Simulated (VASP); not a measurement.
Input of a VASP 6.6.1 run:

File POSCAR:

```
Fe
1.0
    2.5326181136      0.0000000000      0.0000000000
   -1.2663090568      2.1933116245      0.0000000000
    0.0000000000      0.0000000000      4.3880556276
Fe
2
Direct
    0.3333333333      0.6666666667      0.2500000000
    0.6666666667      0.3333333333      0.7500000000
```

File INCAR.step1:

```
SYSTEM = Fe
ALGO = Normal
EDIFF = 1E-4
ENCUT = 520
GGA = PE
ISMEAR = 0
ISPIN = 2
LASPH = .TRUE.
LCHARG = .FALSE.
LMAXMIX = 4
LREAL = .FALSE.
LWAVE = .TRUE.
MAGMOM = 3.23 3.23
NBANDS = 19
NELM = 150
PREC = Accurate
SIGMA = 0.1
```

The input INCAR.step2:

```
SYSTEM = Fe
ALGO = Normal
EDIFF = 1E-6
ENCUT = 520
ISIF = 2
ISMEAR = 0
ISPIN = 2
ISTART = 1
LASPH = .TRUE.
LCHARG = .FALSE.
LMAXMIX = 4
LMIXTAU = .TRUE.
LORBIT = 11
LREAL = .FALSE.
LWAVE = .FALSE.
MAGMOM = 3.23 3.23
METAGGA = R2SCAN
NBANDS = 19
NELM = 150
PREC = Accurate
SIGMA = 0.1
```

File KPOINTS:

```
k-points
0
G
  24 24 14
  0 0 0
```

Potentials or basis: VASP PAW PBE potentials, release 64 (Fe).

Command:

```bash
$ cat potpaw_PBE.64/Fe/POTCAR > POTCAR
$ cp INCAR.step1 INCAR
$ mpirun -np 1 vasp_std > vasp.out
$ cp INCAR.step2 INCAR
$ mpirun -np 1 vasp_std > vasp.out
```

Task: Estimate the pressure.

Result: -0.3 GPa.

Task: Estimate the net moment.

Result: 5.54 μB per cell.

Stress tensor (GPa, compression positive):
```
-0.41  0.00  0.00
 0.00 -0.41  0.00
 0.00  0.00 -0.09
```

Caveat: the PAW data sets were made with another functional, which shifts forces and pressure a little.
